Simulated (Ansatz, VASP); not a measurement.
# CsSnBr3 in VASP and in Ansatz

File INCAR:

```
PREC = Accurate
ENCUT = 500
EDIFF = 1E-6
ISMEAR = 0
SIGMA = 0.01
LREAL = F
LASPH = T
NELM = 120
ALGO = Normal
ISIF = 2
LWAVE = F
LCHARG = F
GGA = PE
NBANDS = 30
GGA_COMPAT = F
```

Contents of KPOINTS:

```
regular mesh
0
Gamma
  4 4 4
```

POSCAR

```
CsSnBr3
1.0
    5.8410918105      0.0000000000      0.0000000000
    0.0000000000      5.8410918105      0.0000000000
    0.0000000000      0.0000000000      5.8410918105
Cs Sn Br
1 1 3
Direct
    0.0000000000      0.0000000000      0.0000000000
    0.5000000000      0.5000000000      0.5000000000
    0.5000000000      0.0000000000      0.5000000000
    0.5000000000      0.5000000000      0.0000000000
    0.0000000000      0.5000000000      0.5000000000
```

Input for Ansatz:

```yaml
crystal:
  lattice:
    - [5.8410918105, 0.0, 0.0]
    - [0.0, 5.8410918105, 0.0]
    - [0.0, 0.0, 5.8410918105]
  atoms:
    - { symbol: Cs, position: [0.0, 0.0, 0.0] }
    - { symbol: Sn, position: [0.5, 0.5, 0.5] }
    - { symbol: Br, position: [0.5, 0.0, 0.5] }
    - { symbol: Br, position: [0.5, 0.5, 0.0] }
    - { symbol: Br, position: [0.0, 0.5, 0.5] }
kpoints:
  mp_grid: { grid: [4, 4, 4] }
  band_path:
    path: [[0.0, 0.0, 0.0], [0.0, 0.5, 0.0], [0.5, 0.5, 0.0], [0.5, 0.5, 0.5]]
    npoints: 1
hamiltonian:
  xc: pbe
scf:
  occupations: { method: fixed }
  n_extra_bands: 5
output:
  forces: true
  stress: true
  eigenvalues: true
```

Alike in both runs: task single point; functional PBE; k mesh 4 × 4 × 4; no spin polarisation.

```csv
,VASP,Ansatz
version,VASP 6.6.1,Ansatz 0.2.0
potentials or method,"VASP PAW PBE potentials, release 64 (Cs_sv, Sn_d, Br)","plane waves, PAW"
plane-wave cutoff (eV),500,420
occupations,"gaussian, width 0.01 eV",fixed
valence electrons in the cell,44,44
```

|  | VASP | Ansatz | Ansatz less VASP |
| --- | --- | --- | --- |
| gap on the k mesh at the Fermi level (eV) | 0.50 | 0.50 | 0.000 |
| pressure (GPa) | 0.7 | 0.7 | +0.01 |

Spin-orbit coupling is off throughout.
